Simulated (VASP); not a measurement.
# TaAs (I4_1md) in VASP: further runs

Aim: see how the results for TaAs move with the level of theory and the settings. Levels: LDA, PBEsol, PBE. Tasks: single point.

Everything below comes from runs of VASP 6.6.1. Logs are shortened: lines on timing, memory, paths and dates and some standing lists are left out, and cuts for length are marked.

## (1) The cell of the first run

The structure is tetragonal, space group I4_1md (No. 109). Conventional cell: a = 3.404 Å, b = 3.404 Å, c = 11.520 Å, α = 90.00°, β = 90.00°, γ = 90.00°. Within 3.4 Å of Ta (site symmetry 2mm) lie 6 As at 2.58 to 2.59 Å and 4 Ta at 3.35 Å. As (site symmetry 2mm) has 6 Ta at 2.58 to 2.59 Å and 4 As at 3.35 Å within 3.4 Å.

## (2) Single point, LDA

Input file INCAR:

```
PREC     = Accurate       # precision mode
ENCUT    = 520            # plane-wave cutoff, eV
EDIFF    = 1E-6           # SCF threshold, eV
ISMEAR   = -1             # smearing method
SIGMA    = 0.02           # smearing width, eV
LREAL    = F              # projectors in reciprocal space
LASPH    = T              # aspherical terms in the spheres
NELM     = 80             # most SCF steps
ALGO     = Normal         # electronic algorithm
ISIF     = 2              # what is computed and relaxed
LWAVE    = F              # write WAVECAR
LCHARG   = F              # write CHGCAR
GGA      = CA             # functional
NBANDS   = 24             # bands
```

Input file KPOINTS:

```
Automatic mesh
0
Gamma
  10 10 10
```

Input file POSCAR:

```
TaAs
1.0
   -1.7020910941      1.7020910941      5.7601406057
    1.7020910941     -1.7020910941      5.7601406057
    1.7020910941      1.7020910941     -5.7601406057
Ta As
2 2
Direct
    0.5002917458      1.0002917458      0.5000000000
    0.7502917458      0.7502917458      0.0000000000
    0.0823076742      0.5823076742      0.5000000000
    0.3323076742      0.3323076742      0.0000000000
```

Potentials or basis: VASP PAW LDA potentials, release 64 (Ta_pv, As).

Launch:

```bash
> cat potpaw_LDA.64/Ta_pv/POTCAR potpaw_LDA.64/As/POTCAR > POTCAR
> mpirun -np 1 vasp_std > vasp.out
```

OUTCAR:

```text
PREC = Accurate
   ENCUT = 520
   EDIFF = 1E-6
   ISMEAR = -1
   LREAL = F
   LASPH = T
   NELM = 80
   ISIF = 2
   GGA = CA

 ion  position               nearest neighbor table
   1  0.500  0.000  0.500-   4 2.58   4 2.58   3 2.59   3 2.59   3 2.59   3 2.59   2 3.35   2 3.35
                             2 3.35   2 3.35
   2  0.750  0.750  0.000-   3 2.58   3 2.58   4 2.59   4 2.59   4 2.59   4 2.59   1 3.35   1 3.35
                             1 3.35   1 3.35
   3  0.082  0.582  0.500-   2 2.58   2 2.58   1 2.59   1 2.59   1 2.59   1 2.59
   4  0.332  0.332  0.000-   1 2.58   1 2.58   2 2.59   2 2.59   2 2.59   2 2.59

  LATTYP: Found a body centered tetragonal cell.
 ALAT       =     3.4041821882
 C/A-ratio  =     3.3841553050

  Lattice vectors:

 A1 = (  -1.7020910941,   1.7020910941,   5.7601406057)
 A2 = (   1.7020910941,  -1.7020910941,   5.7601406057)
 A3 = (   1.7020910941,   1.7020910941,  -5.7601406057)

Analysis of symmetry for initial positions (statically):
=====================================================================
 Subroutine PRICEL returns:
 Original cell was already a primitive cell.

 Routine SETGRP: Setting up the symmetry group for a
 body centered tetragonal supercell.

 Subroutine GETGRP returns: Found  8 space group operations
 (whereof  4 operations were pure point group operations)
 out of a pool of 16 trial point group operations.

The static configuration has the point symmetry C_2v.
 The point group associated with its full space group is C_4v.

Analysis of symmetry for dynamics (positions and initial velocities):
=====================================================================
 Subroutine PRICEL returns:
 Original cell was already a primitive cell.

 Routine SETGRP: Setting up the symmetry group for a
 body centered tetragonal supercell.

 Subroutine GETGRP returns: Found  8 space group operations
 (whereof  4 operations were pure point group operations)
 out of a pool of 16 trial point group operations.

The dynamic configuration has the point symmetry C_2v.
 The point group associated with its full space group is C_4v.

 Subroutine INISYM returns: Found  8 space group operations
 (whereof  4 operations are pure point group operations),
 and found     1 'primitive' translations

----------------------------------------------------------------------------------------

                                     Primitive cell

  volume of cell :      66.7511

  direct lattice vectors                    reciprocal lattice vectors
    -1.702091094  1.702091094  5.760140606     0.000000000  0.293756311  0.086803437
     1.702091094 -1.702091094  5.760140606     0.293756311  0.000000000  0.086803437
     1.702091094  1.702091094 -5.760140606     0.293756311  0.293756311  0.000000000

  length of vectors
     6.242871774  6.242871774  6.242871774     0.306312923  0.306312923  0.415434158

  position of ions in fractional coordinates (direct lattice)
     0.500291746  0.000291746  0.500000000
     0.750291746  0.750291746  0.000000000
     0.082307674  0.582307674  0.500000000
     0.332307674  0.332307674  0.000000000

  ion indices of the primitive-cell ions
   primitive index   ion index
                 1           1
                 2           2
                 3           3
                 4           4

----------------------------------------------------------------------------------------

 KPOINTS: Automatic mesh

Automatic generation of k-mesh.
 Grid dimensions read from file:
 generate k-points for:   10   10   10

 Generating k-lattice:

  Cartesian coordinates                     Fractional coordinates (reciprocal lattice)
     0.000000000  0.029375631  0.008680344     0.100000000  0.000000000 -0.000000000
     0.029375631  0.000000000  0.008680344     0.000000000  0.100000000 -0.000000000
     0.029375631  0.029375631  0.000000000     0.000000000  0.000000000  0.100000000

  Length of vectors
     0.030631292  0.030631292  0.041543416

  Shift w.r.t. Gamma in fractional coordinates (k-lattice)
     0.000000000  0.000000000  0.000000000

 Subroutine IBZKPT returns following result:
 ===========================================

 Found    102 irreducible k-points:

 Following reciprocal coordinates:
            Coordinates               Weight
  0.000000  0.000000  0.000000      1.000000
  0.100000  0.000000 -0.000000      8.000000
  0.200000  0.000000 -0.000000      8.000000
  0.300000  0.000000 -0.000000      8.000000
  0.400000  0.000000 -0.000000      8.000000
  0.500000  0.000000  0.000000      4.000000
[... 16 lines left out ...]
  0.300000  0.300000 -0.000000      8.000000
  0.400000  0.300000 -0.000000     16.000000
 [... further k-points ...]
   k-points           NKPTS =    102   k-points in BZ     NKDIM =    102   number of bands    NBANDS=     24
   number of dos      NEDOS =    301   number of ions     NIONS =      4
   total plane-waves  NPLWV = 110592
   dimension x,y,z NGX =    48 NGY =   48 NGZ =   48
   dimension x,y,z NGXF=    96 NGYF=   96 NGZF=   96
   ions per type =               2   2
   NGX,Y,Z   is equivalent  to a cutoff of  12.78, 12.78, 12.78 a.u.
   NGXF,Y,Z  is equivalent  to a cutoff of  25.56, 25.56, 25.56 a.u.
 SYSTEM =  unknown system
   PREC   = accura    normal or accurate (medium, high low for compatibility)
   ISTART =      0    job   : 0-new  1-cont  2-samecut
   ICHARG =      2    charge: 1-file 2-atom 10-const
   ISPIN  =      1    spin polarized calculation?
   LNONCOLLINEAR =      F non collinear calculations
   LSORBIT =      F    spin-orbit coupling
   LASPH  =      T    aspherical Exc in radial PAW
   ENCUT  =  520.0 eV  38.22 Ry    6.18 a.u.  11.61 11.61 11.61*2*pi/ulx,y,z
   NELM   =     80;   NELMIN=  2; NELMDL= -5     # of ELM steps
   EDIFF  = 0.1E-05   stopping-criterion for ELM
   LREAL  =      F    real-space projection
   EDIFFG = 0.1E-04   stopping-criterion for IOM
   NSW    =      0    number of steps for IOM
   IBRION =     -1    ionic relax: 0-MD 1-quasi-New 2-CG
   NFREE  =      0    steps in history (QN), initial steepest desc. (CG)
   ISIF   =      2    stress and relaxation
   ISYM   =      2    0-nonsym 1-usesym 2-fastsym
   POTIM  = 0.5000    time-step for ionic-motion
   TEBEG  =    0.0;   TEEND  =   0.0 temperature during run
   PSTRESS=    0.0 pullay stress
   NELECT =      32.0000    total number of electrons
   NUPDOWN=      -1.0000    fix difference up-down
   EMIN   =  10.00;   EMAX   =-10.00  energy-range for DOS
   EFERMI =   0.00;   METHOD = LEGACY
   ISMEAR =    -1;   SIGMA  =   0.02  broadening in eV -4-tet -1-fermi 0-gaus
   EFERMI_NEDOS =   21; number of points for ismear=-14 and -15
   IALGO  =     38    algorithm
   IMIX   =      4    mixing-type and parameters
     AMIX     =   0.40;   BMIX     =  1.00
     AMIX_MAG =   1.60;   BMIX_MAG =  1.00
  volume/ion in A,a.u.               =      16.69       112.61
  Fermi-wavevector in a.u.,A,eV,Ry     =   1.281264  2.421238 22.335831  1.641637
  Thomas-Fermi vector in A             =   2.413644
   LORBIT       =      0    0 simple, 1 ext, 2 COOP (PROOUT), +10 PAW based schemes
   GGA     = CA    functional components
   LHFCALC =     F    Hartree Fock is set to
   AEXX    =    0.0000 exact exchange contribution
   IVDW    =     0    specifies the selected vdW correction
   LEPSILON=     F    determine dielectric tensor
   LRPA    =     F    only Hartree local field effects (RPA)
 non-spin polarized calculation
  energy-cutoff  :      520.00
  volume of cell :       66.75
 maximum number of plane-waves:      1820
   NGX = 23   NGY = 23   NGZ = 23

 number of electron      31.9999999 magnetization

 Free energy of the ion-electron system (eV)
  ---------------------------------------------------
  ext. energy  EPLUGINS =         0.00000000
  ---------------------------------------------------
  free energy    TOTEN  =       -38.94841192 eV

  energy without entropy =      -38.94764891  energy(sigma->0) =      -38.94803041

 E-fermi :   7.3198     XC(G=0): -12.2582

 val. band max:        7.3167115604   @ k =  -0.1000   0.5000   0.1000
 cond. band min:       7.3312377734   @ k =  -0.2000   0.3000   0.2000
 fundamental gap:      0.0145262130
 Fermi energy:         7.3197975274

 k-point     1 :       0.0000    0.0000    0.0000
  band No.  band energies     occupation
      1     -27.3697      2.00000
      2     -27.3020      2.00000
      3     -27.3020      2.00000
      4     -27.1346      2.00000
      5     -27.1346      2.00000
      6     -27.0767      2.00000
[... 16 lines left out ...]
     23      11.6319      0.00000
     24      11.6319      0.00000

 k-point     2 :       0.1000    0.0000   -0.0000
  band No.  band energies     occupation
      1     -27.3649      2.00000
      2     -27.3186      2.00000
      3     -27.3003      2.00000
      4     -27.1526      2.00000
      5     -27.1325      2.00000
      6     -27.0785      2.00000
[... 16 lines left out ...]
     23      11.4032      0.00000
     24      12.1181      0.00000

 k-point     3 :       0.2000    0.0000   -0.0000
  band No.  band energies     occupation
      1     -27.3822      2.00000
      2     -27.3314      2.00000
      3     -27.2957      2.00000
      4     -27.1966      2.00000
      5     -27.1269      2.00000
      6     -27.0861      2.00000
[... 16 lines left out ...]
     23      11.9364      0.00000
     24      13.1482      0.00000

 k-point     4 :       0.3000    0.0000   -0.0000
  band No.  band energies     occupation
      1     -27.4394      2.00000
      2     -27.3131      2.00000
      3     -27.2901      2.00000
      4     -27.2437      2.00000
      5     -27.1201      2.00000
      6     -27.1001      2.00000
[... 16 lines left out ...]
     23      12.1485      0.00000
     24      13.8682      0.00000

 k-point     5 :       0.4000    0.0000   -0.0000
  band No.  band energies     occupation
      1     -27.4876      2.00000
      2     -27.3173      2.00000
      3     -27.2855      2.00000
      4     -27.2548      2.00000
      5     -27.1162      2.00000
      6     -27.1145      2.00000
[... 16 lines left out ...]
     23      12.3519      0.00000
     24      13.9020      0.00000

 k-point     6 :       0.5000    0.0000    0.0000
  band No.  band energies     occupation
      1     -27.5060      2.00000
      2     -27.3280      2.00000
      3     -27.2838      2.00000
      4     -27.2476      2.00000
      5     -27.1244      2.00000
      6     -27.1124      2.00000
[... 16 lines left out ...]
     23      12.6597      0.00000
     24      14.0008      0.00000
[... 379 lines left out ...]
 k-point    21 :      -0.3000    0.2000    0.0000
  band No.  band energies     occupation
      1     -27.4291      2.00000
      2     -27.3628      2.00000
      3     -27.2946      2.00000
      4     -27.2386      2.00000
      5     -27.1798      2.00000
      6     -27.0902      2.00000
[... 16 lines left out ...]
     23      12.0293      0.00000
     24      13.7073      0.00000

 k-point    22 :      -0.2000    0.2000    0.0000
  band No.  band energies     occupation
      1     -27.3763      2.00000
      2     -27.3666      2.00000
      3     -27.3101      2.00000
      4     -27.1957      2.00000
      5     -27.1822      2.00000
      6     -27.0816      2.00000
[... 16 lines left out ...]
     23      11.6500      0.00000
     24      13.2194      0.00000

 k-point    23 :       0.3000    0.3000   -0.0000
  band No.  band energies     occupation
      1     -27.4224      2.00000
      2     -27.4209      2.00000
      3     -27.2653      2.00000
      4     -27.2411      2.00000
      5     -27.1964      2.00000
      6     -27.1278      2.00000
[... 16 lines left out ...]
     23      12.5197      0.00000
     24      12.9957      0.00000

 k-point    24 :       0.4000    0.3000   -0.0000
  band No.  band energies     occupation
      1     -27.4679      2.00000
      2     -27.4145      2.00000
      3     -27.2869      2.00000
      4     -27.2431      2.00000
      5     -27.1878      2.00000
      6     -27.1361      2.00000
[... 16 lines left out ...]
     23      12.4763      0.00000
     24      12.9068      0.00000

 [... further k-points ...]
[... 5 lines left out ...]
  --------------------------------------------------------------------------------------
  -------------------------------------------------------------------------------------
  Total        0.5131053      0.5131053      0.4236226      0.0000000      0.0000000      0.0000000
  in kB       12.3156812     12.3156812     10.1678941      0.0000000      0.0000000      0.0000000
  external PRESSURE =      11.5997522 kB  Pullay stress =       0.0000000 kB

 VOLUME and BASIS-vectors are now :
 -----------------------------------------------------------------------------
  energy-cutoff  :      520.00
  volume of cell :       66.75
      direct lattice vectors                 reciprocal lattice vectors
    -1.702091094  1.702091094  5.760140606     0.000000000  0.293756311  0.086803437
     1.702091094 -1.702091094  5.760140606     0.293756311  0.000000000  0.086803437
     1.702091094  1.702091094 -5.760140606     0.293756311  0.293756311  0.000000000

 POSITION                                       TOTAL-FORCE (eV/Angst)
 -----------------------------------------------------------------------------------
      0.00000      1.70209      0.00336        -0.000000      0.000000      0.005045
      0.00000      0.00000      8.64357         0.000000     -0.000000      0.005045
      1.70209      0.00000      0.94821         0.000000      0.000000     -0.005045
      0.00000      0.00000      3.82828         0.000000      0.000000     -0.005045
 -----------------------------------------------------------------------------------
    total drift:                               -0.000000     -0.000000      0.000166

  FREE ENERGIE OF THE ION-ELECTRON SYSTEM (eV)
  ---------------------------------------------------
  free  energy   TOTEN  =       -38.9484119152 eV

  energy  without entropy=      -38.9476489105  energy(sigma->0) =      -38.94803041
```

Run time: 2.2 min. Hardware: 1 thread of Intel Xeon 6975P-C (Granite Rapids), shared host; peak memory 0.35 GiB.

Results:

```yaml
Free_energy: -38.9484 eV
Pressure: 1.2 GPa
Largest_force: 0.005 eV/Å
Band_gap_on_the_k_mesh: 0.01 eV, indirect (least direct gap 0.03 eV)
```

Forces on the atoms (eV/Å):
```
Ta   0.000  0.000  0.005
Ta   0.000  0.000  0.005
As   0.000  0.000 -0.005
As   0.000  0.000 -0.005
```

Caveat: spin-orbit coupling is left out, which moves the levels of the heavy elements.

## (3) Single point, PBEsol

This run uses another cell than the first one, of 17.03 Å³/atom, 1.020 times its volume.

Input file INCAR:

```
SYSTEM = TaAs
ALGO = Normal ; EDIFF = 1E-6
ENCUT = 520 ; GGA = PS
ISIF = 2 ; ISMEAR = -1
LASPH = .True. ; LCHARG = .False.
LREAL = .False. ; LWAVE = .False.
NBANDS = 24 ; NELM = 80
PREC = Accurate ; SIGMA = 0.02
```

Input file KPOINTS:

```
k-points
0
Gamma
  10 10 10
  0 0 0
```

Input file POSCAR:

```
TaAs
1.0
   -1.7137592640      1.7137592640      5.7974546950
    1.7137592640     -1.7137592640      5.7974546950
    1.7137592640      1.7137592640     -5.7974546950
Ta As
2 2
Direct
    0.5002804427      1.0002804427      0.5000000000
    0.7502804427      0.7502804427      0.0000000000
    0.0823189773      0.5823189773      0.5000000000
    0.3323189773      0.3323189773      0.0000000000
```

Potentials or basis: VASP PAW PBE potentials, release 64 (Ta_pv, As).

Launch:

```bash
> cat potpaw_PBE.64/Ta_pv/POTCAR potpaw_PBE.64/As/POTCAR > POTCAR
> mpirun -np 1 vasp_std > vasp.out
```

Run time: 2.6 min. Hardware: 1 thread of Intel Xeon 6975P-C (Granite Rapids), shared host; peak memory 0.41 GiB.

It converged, with:

```
Free energy   : -37.7244 eV
Pressure      : 0.7 GPa
Largest force : 0.003 eV/Å
```

Forces on the atoms (eV/Å):
```
Ta   0.000  0.000  0.003
Ta   0.000  0.000  0.003
As   0.000  0.000 -0.003
As   0.000  0.000 -0.003
```

Stress tensor (GPa, compression positive):
```
0.71 0.00 0.00
0.00 0.71 0.00
0.00 0.00 0.56
```

Levels at points of the mesh, in eV from the Fermi level:
```tsv
k point	band 13	band 14	band 15	band 16	band 17	band 18	band 19	band 20
(0.00, 0.00, 0.00)	-2.39	-1.96	-1.62	-1.62	0.92	1.63	2.44	3.19
(0.50, 0.00, 0.00)	-2.47	-2.29	-1.58	-0.20	0.14	1.44	2.35	2.53
(0.50, 0.50, 0.00)	-3.18	-3.18	-1.13	-1.13	2.88	2.88	3.18	3.18
(0.50, 0.50, 0.50)	-2.87	-2.87	-0.89	-0.89	1.26	1.26	2.40	2.40
```

Caveat: the PAW data sets were made with another functional, which shifts forces and pressure a little; spin-orbit coupling is left out, which moves the levels of the heavy elements.

## (4) Single point, PBE

This run uses another cell than the first one, of 17.35 Å³/atom, 1.040 times its volume.

Input file INCAR:

```
PREC     = Accurate       # precision mode
ENCUT    = 520            # plane-wave cutoff, eV
EDIFF    = 1E-7           # SCF threshold, eV
ISMEAR   = -1             # smearing method
SIGMA    = 0.02           # smearing width, eV
LREAL    = False          # projectors in reciprocal space
LASPH    = True           # aspherical terms in the spheres
NELM     = 80             # most SCF steps
ALGO     = Normal         # electronic algorithm
ISIF     = 2              # what is computed and relaxed
LWAVE    = False          # write WAVECAR
LCHARG   = False          # write CHGCAR
GGA      = PE             # functional
NBANDS   = 24             # bands
```

Input file KPOINTS:

```
regular mesh
0
Gamma
  10 10 10
```

Input file POSCAR:

```
TaAs
1.0
   -1.7202506309      1.7202506309      5.8629647290
    1.7202506309     -1.7202506309      5.8629647290
    1.7202506309      1.7202506309     -5.8629647290
Ta As
2 2
Direct
    0.5000125150      1.0000125150      0.5000000000
    0.7500125150      0.7500125150      0.0000000000
    0.0825869050      0.5825869050      0.5000000000
    0.3325869050      0.3325869050      0.0000000000
```

Launch:

```bash
> cat potpaw_PBE.64/Ta_pv/POTCAR potpaw_PBE.64/As/POTCAR > POTCAR
> mpirun -np 1 vasp_std > vasp.out
```

Wall time 2.9 min (1 thread of Intel Xeon 6975P-C (Granite Rapids), shared host); peak memory 0.41 GiB.

It converged, with:

```
Free energy            : -35.1006 eV
Pressure               : 3.1 GPa
Largest force          : 0.018 eV/Å
Band gap on the k mesh : 0.05 eV, direct
```

Forces in eV/Å, atoms in the order of the input:
```
Ta   0.000  0.000  0.018
Ta   0.000  0.000  0.018
As   0.000  0.000 -0.018
As   0.000  0.000 -0.018
```

Stress tensor (GPa, compression positive):
```
3.48 0.00 0.00
0.00 3.48 0.00
0.00 0.00 2.42
```

Levels at points of the mesh, in eV from the valence-band top:
```
           k point  band 12  band 13  band 14  band 15  band 16  band 17  band 18  band 19  band 20  band 21
(0.00, 0.00, 0.00)    -2.43    -2.32    -1.92    -1.59    -1.59     0.96     1.63     2.38     3.15     3.15
(0.50, 0.00, 0.00)    -3.38    -2.39    -2.29    -1.54    -0.23     0.18     1.42     2.30     2.51     3.11
(0.50, 0.50, 0.00)    -5.05    -3.17    -3.17    -1.08    -1.08     2.87     2.87     3.13     3.13     3.85
(0.50, 0.50, 0.50)    -2.84    -2.76    -2.76    -0.87    -0.87     1.28     1.28     2.34     2.34     3.13
```

Caveat: spin-orbit coupling is left out, which moves the levels of the heavy elements. A k mesh can miss the band edges.

## (5) Summary

```tsv
level	potentials or basis	cell	gap on the mesh (eV)	pressure (GPa)	largest force (eV/Å)
LDA	VASP PAW LDA potentials, release 64 (Ta_pv, As)	a = 6.243 Å, angles 148.4, 148.4, 45.4°, 4 atoms	0.01	1.2	0.01
PBEsol	VASP PAW PBE potentials, release 64 (Ta_pv, As)	a = 6.284 Å, angles 148.3, 148.3, 45.4°, 4 atoms	-	0.7	-
PBE	VASP PAW PBE potentials, release 64 (Ta_pv, As)	a = 6.348 Å, angles 148.6, 148.6, 45.1°, 4 atoms	0.05	3.1	0.02
```

Alike in all rows: task single point; no spin polarisation; k mesh 10 × 10 × 10; cutoff (eV) 520; smearing fermi-dirac 0.02 eV.

Caveats: spin-orbit coupling is left out, which moves the levels of the heavy elements; the PAW data sets were made with another functional, which shifts forces and pressure a little (some runs).

Absolute energies hang on the potentials; compare differences alone.
